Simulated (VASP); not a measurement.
# SnSe (Fm-3m) in VASP: a series of runs

The runs below take SnSe through single point, with PBE, RPBE+D4.

Everything below comes from runs of VASP 6.6.1. Logs are shortened: lines on timing, memory, paths and dates and some standing lists are left out, and cuts for length are marked.

## Step 1: The cell of the first run

It takes space group Fm-3m (No. 225, cubic). Conventional cell: a = 6.020 Å, b = 6.020 Å, c = 6.020 Å, α = 90.00°, β = 90.00°, γ = 90.00°. Within 4.0 Å of Sn (site symmetry m-3m) lie 6 Se at 3.01 Å. Within 4.0 Å of Se (site symmetry m-3m) lie 6 Sn at 3.01 Å.

## Step 2: Single point, PBE

File INCAR:

```
SYSTEM = SnSe
PREC     = Accurate       ! precision mode
ENCUT    = 520            ! plane-wave cutoff, eV
EDIFF    = 1E-6           ! SCF threshold, eV
ISMEAR   = -1             ! smearing method
SIGMA    = 0.06           ! smearing width, eV
LREAL    = .False.        ! projectors in reciprocal space
LASPH    = .True.         ! aspherical terms in the spheres
NELM     = 100            ! most SCF steps
ALGO     = Normal         ! electronic algorithm
ISIF     = 2              ! what is computed and relaxed
LWAVE    = .False.        ! write WAVECAR
LCHARG   = .False.        ! write CHGCAR
GGA      = PE             ! functional
NBANDS   = 17             ! bands
```

File KPOINTS:

```
Automatic mesh
0
Gamma
  6 6 6
  0 0 0
```

File POSCAR:

```
SnSe
1.0
    0.0000000000      3.0100000000      3.0100000000
    3.0100000000      0.0000000000      3.0100000000
    3.0100000000      3.0100000000      0.0000000000
Sn Se
1 1
Direct
    0.0000000000      0.0000000000      0.0000000000
    0.5000000000      0.5000000000      0.5000000000
```

Potentials or basis: VASP PAW PBE potentials, release 64 (Sn_d, Se).

Run with:

```console
$ cat potpaw_PBE.64/Sn_d/POTCAR potpaw_PBE.64/Se/POTCAR > POTCAR
$ mpirun -np 1 vasp_std > vasp.out
```

OUTCAR:

```text
SYSTEM = SnSe
   PREC = Accurate
   ENCUT = 520
   EDIFF = 1E-6
   ISMEAR = -1
   LREAL = .False.
   LASPH = .True.
   NELM = 100
   ISIF = 2
   GGA = PE

 ion  position               nearest neighbor table
   1  0.000  0.000  0.000-   2 3.01   2 3.01   2 3.01   2 3.01   2 3.01   2 3.01
   2  0.500  0.500  0.500-   1 3.01   1 3.01   1 3.01   1 3.01   1 3.01   1 3.01

  LATTYP: Found a face centered cubic cell.
 ALAT       =     6.0200000000

  Lattice vectors:

 A1 = (   0.0000000000,   3.0100000000,   3.0100000000)
 A2 = (   3.0100000000,   0.0000000000,   3.0100000000)
 A3 = (   3.0100000000,   3.0100000000,   0.0000000000)

Analysis of symmetry for initial positions (statically):
=====================================================================
 Subroutine PRICEL returns:
 Original cell was already a primitive cell.

 Routine SETGRP: Setting up the symmetry group for a
 face centered cubic supercell.

 Subroutine GETGRP returns: Found 48 space group operations
[... 9 lines left out ...]

 Routine SETGRP: Setting up the symmetry group for a
 face centered cubic supercell.

 Subroutine GETGRP returns: Found 48 space group operations
[... 11 lines left out ...]
                                     Primitive cell

  volume of cell :      54.5418

  direct lattice vectors                    reciprocal lattice vectors
     0.000000000  3.010000000  3.010000000    -0.166112957  0.166112957  0.166112957
     3.010000000  0.000000000  3.010000000     0.166112957 -0.166112957  0.166112957
     3.010000000  3.010000000  0.000000000     0.166112957  0.166112957 -0.166112957

  length of vectors
     4.256782823  4.256782823  4.256782823     0.287716081  0.287716081  0.287716081

  position of ions in fractional coordinates (direct lattice)
     0.000000000  0.000000000  0.000000000
     0.500000000  0.500000000  0.500000000

  ion indices of the primitive-cell ions
   primitive index   ion index
                 1           1
                 2           2

----------------------------------------------------------------------------------------

 KPOINTS: Automatic mesh

Automatic generation of k-mesh.
 Grid dimensions read from file:
 generate k-points for:    6    6    6

 Generating k-lattice:

  Cartesian coordinates                     Fractional coordinates (reciprocal lattice)
    -0.027685493  0.027685493  0.027685493     0.166666667  0.000000000  0.000000000
     0.027685493 -0.027685493  0.027685493     0.000000000  0.166666667  0.000000000
     0.027685493  0.027685493 -0.027685493     0.000000000  0.000000000  0.166666667

  Length of vectors
     0.047952680  0.047952680  0.047952680

  Shift w.r.t. Gamma in fractional coordinates (k-lattice)
     0.000000000  0.000000000  0.000000000

 Subroutine IBZKPT returns following result:
 ===========================================

 Found     16 irreducible k-points:

 Following reciprocal coordinates:
            Coordinates               Weight
  0.000000  0.000000  0.000000      1.000000
  0.166667  0.000000  0.000000      8.000000
  0.333333  0.000000  0.000000      8.000000
  0.500000  0.000000  0.000000      4.000000
  0.166667  0.166667  0.000000      6.000000
  0.333333  0.166667  0.000000     24.000000
[... 8 lines left out ...]
 -0.333333  0.333333  0.166667     24.000000
 -0.333333  0.500000  0.166667     12.000000
   k-points           NKPTS =     16   k-points in BZ     NKDIM =     16   number of bands    NBANDS=     17
   number of dos      NEDOS =    301   number of ions     NIONS =      2
   total plane-waves  NPLWV =  32768
   dimension x,y,z NGX =    32 NGY =   32 NGZ =   32
   dimension x,y,z NGXF=    64 NGYF=   64 NGZF=   64
   ions per type =               1   1
   NGX,Y,Z   is equivalent  to a cutoff of  12.50, 12.50, 12.50 a.u.
   NGXF,Y,Z  is equivalent  to a cutoff of  24.99, 24.99, 24.99 a.u.
 SYSTEM =  SnSe
   PREC   = accura    normal or accurate (medium, high low for compatibility)
   ISTART =      0    job   : 0-new  1-cont  2-samecut
   ICHARG =      2    charge: 1-file 2-atom 10-const
   ISPIN  =      1    spin polarized calculation?
   LNONCOLLINEAR =      F non collinear calculations
   LSORBIT =      F    spin-orbit coupling
   LASPH  =      T    aspherical Exc in radial PAW
   ENCUT  =  520.0 eV  38.22 Ry    6.18 a.u.   7.91  7.91  7.91*2*pi/ulx,y,z
   NELM   =    100;   NELMIN=  2; NELMDL= -5     # of ELM steps
   EDIFF  = 0.1E-05   stopping-criterion for ELM
   LREAL  =      F    real-space projection
   EDIFFG = 0.1E-04   stopping-criterion for IOM
   NSW    =      0    number of steps for IOM
   IBRION =     -1    ionic relax: 0-MD 1-quasi-New 2-CG
   NFREE  =      0    steps in history (QN), initial steepest desc. (CG)
   ISIF   =      2    stress and relaxation
   ISYM   =      2    0-nonsym 1-usesym 2-fastsym
   POTIM  = 0.5000    time-step for ionic-motion
   TEBEG  =    0.0;   TEEND  =   0.0 temperature during run
   PSTRESS=    0.0 pullay stress
   NELECT =      20.0000    total number of electrons
   NUPDOWN=      -1.0000    fix difference up-down
   EMIN   =  10.00;   EMAX   =-10.00  energy-range for DOS
   EFERMI =   0.00;   METHOD = LEGACY
   ISMEAR =    -1;   SIGMA  =   0.06  broadening in eV -4-tet -1-fermi 0-gaus
   EFERMI_NEDOS =   21; number of points for ismear=-14 and -15
   IALGO  =     38    algorithm
   IMIX   =      4    mixing-type and parameters
     AMIX     =   0.40;   BMIX     =  1.00
     AMIX_MAG =   1.60;   BMIX_MAG =  1.00
  volume/ion in A,a.u.               =      27.27       184.03
  Fermi-wavevector in a.u.,A,eV,Ry     =   1.171768  2.214321 18.681350  1.373040
  Thomas-Fermi vector in A             =   2.308207
   LORBIT       =      0    0 simple, 1 ext, 2 COOP (PROOUT), +10 PAW based schemes
   GGA     = PE    functional components
   LHFCALC =     F    Hartree Fock is set to
   AEXX    =    0.0000 exact exchange contribution
   IVDW    =     0    specifies the selected vdW correction
   LEPSILON=     F    determine dielectric tensor
   LRPA    =     F    only Hartree local field effects (RPA)
 non-spin polarized calculation
  energy-cutoff  :      520.00
  volume of cell :       54.54
 maximum number of plane-waves:      1484
   NGX = 15   NGY = 15   NGZ = 15

 number of electron      20.0000005 magnetization

 Free energy of the ion-electron system (eV)
  ---------------------------------------------------
  ext. energy  EPLUGINS =         0.00000000
  ---------------------------------------------------
  free energy    TOTEN  =        -8.23559150 eV

  energy without entropy =       -8.23537964  energy(sigma->0) =       -8.23548557

 E-fermi :   5.8660     XC(G=0):  -9.6060

 val. band max:        5.5771651781   @ k =   0.5000   0.0000   0.0000
 cond. band min:       6.1552836554   @ k =   0.5000   0.0000   0.0000
 fundamental gap:      0.5781184774
 Fermi energy:         5.8659500877

 k-point     1 :       0.0000    0.0000    0.0000
  band No.  band energies     occupation
      1     -16.0259      2.00000
      2     -16.0259      2.00000
      3     -16.0259      2.00000
      4     -16.0241      2.00000
      5     -16.0241      2.00000
      6      -8.2954      2.00000
[... 9 lines left out ...]
     16      11.4483      0.00000
     17      13.7358      0.00000

 k-point     2 :       0.1667    0.0000    0.0000
  band No.  band energies     occupation
      1     -16.0265      2.00000
      2     -16.0265      2.00000
      3     -16.0252      2.00000
      4     -16.0222      2.00000
      5     -16.0222      2.00000
      6      -8.1056      2.00000
[... 9 lines left out ...]
     16      12.0757      0.00000
     17      15.4047      0.00000

 k-point     3 :       0.3333    0.0000    0.0000
  band No.  band energies     occupation
      1     -16.0304      2.00000
      2     -16.0304      2.00000
      3     -16.0240      2.00000
      4     -16.0158      2.00000
      5     -16.0158      2.00000
      6      -7.6520      2.00000
[... 9 lines left out ...]
     16      13.7071      0.00000
     17      17.4260      0.00000

 k-point     4 :       0.5000    0.0000    0.0000
  band No.  band energies     occupation
      1     -16.0324      2.00000
      2     -16.0324      2.00000
      3     -16.0234      2.00000
      4     -16.0126      2.00000
      5     -16.0126      2.00000
      6      -7.3673      2.00000
[... 9 lines left out ...]
     16      15.7862      0.00000
     17      15.7862      0.00000

 k-point     5 :       0.1667    0.1667    0.0000
  band No.  band energies     occupation
      1     -16.0293      2.00000
      2     -16.0275      2.00000
      3     -16.0223      2.00000
      4     -16.0216      2.00000
      5     -16.0216      2.00000
      6      -8.0423      2.00000
[... 9 lines left out ...]
     16      13.1350      0.00000
     17      14.0925      0.00000

 k-point     6 :       0.3333    0.1667    0.0000
  band No.  band energies     occupation
      1     -16.0345      2.00000
      2     -16.0267      2.00000
      3     -16.0245      2.00000
      4     -16.0176      2.00000
      5     -16.0149      2.00000
      6      -7.6735      2.00000
[... 9 lines left out ...]
     16      14.6112      0.00000
     17      16.1736      0.00000

 k-point     7 :       0.5000    0.1667    0.0000
  band No.  band energies     occupation
      1     -16.0364      2.00000
      2     -16.0281      2.00000
      3     -16.0227      2.00000
      4     -16.0155      2.00000
      5     -16.0120      2.00000
      6      -7.3062      2.00000
[... 9 lines left out ...]
     16      15.9650      0.00000
     17      16.3304      0.00000

 k-point     8 :      -0.3333    0.1667    0.0000
  band No.  band energies     occupation
      1     -16.0333      2.00000
      2     -16.0295      2.00000
      3     -16.0219      2.00000
      4     -16.0155      2.00000
      5     -16.0150      2.00000
      6      -7.4007      2.00000
[... 9 lines left out ...]
     16      14.9949      0.00000
     17      16.6433      0.00000

 k-point     9 :      -0.1667    0.1667    0.0000
  band No.  band energies     occupation
      1     -16.0284      2.00000
      2     -16.0281      2.00000
      3     -16.0244      2.00000
      4     -16.0212      2.00000
      5     -16.0170      2.00000
      6      -7.8237      2.00000
[... 9 lines left out ...]
     16      14.1857      0.00000
     17      14.8352      0.00000

 k-point    10 :       0.3333    0.3333    0.0000
  band No.  band energies     occupation
      1     -16.0435      2.00000
      2     -16.0307      2.00000
      3     -16.0185      2.00000
      4     -16.0129      2.00000
      5     -16.0129      2.00000
      6      -7.4467      2.00000
[... 9 lines left out ...]
     16      16.1838      0.00000
     17      16.5063      0.00000

 k-point    11 :       0.5000    0.3333    0.0000
  band No.  band energies     occupation
      1     -16.0465      2.00000
      2     -16.0289      2.00000
      3     -16.0199      2.00000
      4     -16.0115      2.00000
      5     -16.0101      2.00000
      6      -7.1689      2.00000
[... 9 lines left out ...]
     16      16.6877      0.00000
     17      17.0084      0.00000

 k-point    12 :      -0.3333    0.3333    0.0000
  band No.  band energies     occupation
      1     -16.0410      2.00000
      2     -16.0244      2.00000
      3     -16.0219      2.00000
      4     -16.0157      2.00000
      5     -16.0125      2.00000
      6      -7.1442      2.00000
[... 9 lines left out ...]
     16      14.6703      0.00000
     17      17.1200      0.00000

 k-point    13 :       0.5000    0.5000    0.0000
  band No.  band energies     occupation
      1     -16.0523      2.00000
      2     -16.0323      2.00000
      3     -16.0166      2.00000
      4     -16.0084      2.00000
      5     -16.0084      2.00000
      6      -7.0915      2.00000
[... 9 lines left out ...]
     16      17.2044      0.00000
     17      18.1972      0.00000

 k-point    14 :       0.5000    0.3333    0.1667
  band No.  band energies     occupation
      1     -16.0390      2.00000
      2     -16.0255      2.00000
      3     -16.0245      2.00000
      4     -16.0143      2.00000
      5     -16.0131      2.00000
      6      -7.3365      2.00000
[... 9 lines left out ...]
     16      15.5526      0.00000
     17      16.0409      0.00000

 k-point    15 :      -0.3333    0.3333    0.1667
  band No.  band energies     occupation
      1     -16.0404      2.00000
      2     -16.0256      2.00000
      3     -16.0200      2.00000
      4     -16.0189      2.00000
      5     -16.0105      2.00000
      6      -7.1440      2.00000
[... 9 lines left out ...]
     16      17.0067      0.00000
     17      17.0454      0.00000

 k-point    16 :      -0.3333    0.5000    0.1667
  band No.  band energies     occupation
      1     -16.0461      2.00000
      2     -16.0265      2.00000
      3     -16.0210      2.00000
      4     -16.0145      2.00000
      5     -16.0084      2.00000
      6      -7.0704      2.00000
[... 9 lines left out ...]
     16      16.7395      0.00000
     17      18.2960      0.00000

------------------------ aborting loop because EDIFF is reached ----------------------------------------

  FORCE on cell =-STRESS in cart. coord.  units (eV):
  Direction    XX          YY          ZZ          XY          YZ          ZX
  --------------------------------------------------------------------------------------
  -------------------------------------------------------------------------------------
  Total        0.2007614      0.2007614      0.2007614      0.0000000      0.0000000     -0.0000000
  in kB        5.8974103      5.8974103      5.8974103      0.0000000      0.0000000     -0.0000000
  external PRESSURE =       5.8974103 kB  Pullay stress =       0.0000000 kB

 VOLUME and BASIS-vectors are now :
 -----------------------------------------------------------------------------
  energy-cutoff  :      520.00
  volume of cell :       54.54
      direct lattice vectors                 reciprocal lattice vectors
     0.000000000  3.010000000  3.010000000    -0.166112957  0.166112957  0.166112957
     3.010000000  0.000000000  3.010000000     0.166112957 -0.166112957  0.166112957
     3.010000000  3.010000000  0.000000000     0.166112957  0.166112957 -0.166112957

 POSITION                                       TOTAL-FORCE (eV/Angst)
 -----------------------------------------------------------------------------------
      0.00000      0.00000      0.00000         0.000000     -0.000000     -0.000000
      3.01000      3.01000      3.01000        -0.000000      0.000000      0.000000
 -----------------------------------------------------------------------------------
    total drift:                                0.000000     -0.000000     -0.000000

  FREE ENERGIE OF THE ION-ELECTRON SYSTEM (eV)
  ---------------------------------------------------
  free  energy   TOTEN  =        -8.2355914966 eV

  energy  without entropy=       -8.2353796364  energy(sigma->0) =       -8.23548557
```

Wall time 8.3 s (1 thread of Intel Xeon Platinum 8488C (Sapphire Rapids), shared host); peak memory 0.17 GiB.

What came out:

| Quantity | Value |
| --- | --- |
| Free energy | -8.2356 eV |
| Pressure | 0.6 GPa |
| Band gap on the k mesh | 0.58 eV, direct |

Levels at points of the mesh, in eV from the valence-band top:
```csv
k point,band 8,band 9,band 10,band 11,band 12,band 13
"(0.00, 0.00, 0.00)",-2.19,-2.19,-2.19,4.32,4.32,4.32
"(0.50, 0.00, 0.00)",-1.95,-1.95,0.00,0.58,1.26,1.26
"(0.50, 0.50, 0.00)",-5.47,-3.64,-3.64,3.03,5.35,5.35
```

Caveat: spin-orbit coupling is left out, which moves the levels of the heavy elements. A k mesh can miss the band edges.

## Step 3: Single point, RPBE+D4

This run uses another cell than the first one, of 26.28 Å³/atom, 0.964 times its volume.

File INCAR:

```
SYSTEM = SnSe
PREC = Accurate
ENCUT = 520
EDIFF = 1E-6
ISMEAR = -1
SIGMA = 0.05
LREAL = .FALSE.
LASPH = .TRUE.
NELM = 60
ALGO = Normal
ISIF = 2
LWAVE = .FALSE.
LCHARG = .FALSE.
GGA = RP
IVDW = 13
NBANDS = 17
```

File KPOINTS:

```
Automatic mesh
0
G
  8 8 8
  0 0 0
```

File POSCAR:

```
SnSe
1.0
    0.0000000000      2.9730406888      2.9730406888
    2.9730406888      0.0000000000      2.9730406888
    2.9730406888      2.9730406888      0.0000000000
Sn Se
1 1
Direct
    0.0000000000      0.0000000000      0.0000000000
    0.5000000000      0.5000000000      0.5000000000
```

Potentials or basis: VASP PAW PBE potentials, release 64 (Sn_d, Se).

Run with:

```console
$ cat potpaw_PBE.64/Sn_d/POTCAR potpaw_PBE.64/Se/POTCAR > POTCAR
$ mpirun -np 1 vasp_std > vasp.out
```

Run time: 12 s. Hardware: 1 thread of Intel Xeon Platinum 8488C (Sapphire Rapids), shared host; peak memory 0.18 GiB.

Results (log left out):

* Free energy: -8.9822 eV
* Pressure: 0.0 GPa
* Band gap on the k mesh: 0.71 eV, indirect (least direct gap 0.71 eV)
* Dispersion energy per atom: -0.758 eV

Levels at points of the mesh, in eV from the valence-band top:
| k point | band 8 | band 9 | band 10 | band 11 | band 12 | band 13 |
| --- | --- | --- | --- | --- | --- | --- |
| (0.00, 0.00, 0.00) | -2.35 | -2.35 | -2.35 | 4.47 | 4.47 | 4.47 |
| (0.50, 0.00, 0.00) | -2.10 | -2.10 | 0.00 | 0.71 | 1.22 | 1.22 |
| (0.50, 0.50, 0.00) | -5.75 | -3.85 | -3.85 | 2.91 | 5.57 | 5.57 |

Caveat: the PAW data sets were made with another functional, which shifts forces and pressure a little; spin-orbit coupling is left out, which moves the levels of the heavy elements. A k mesh can miss the band edges.
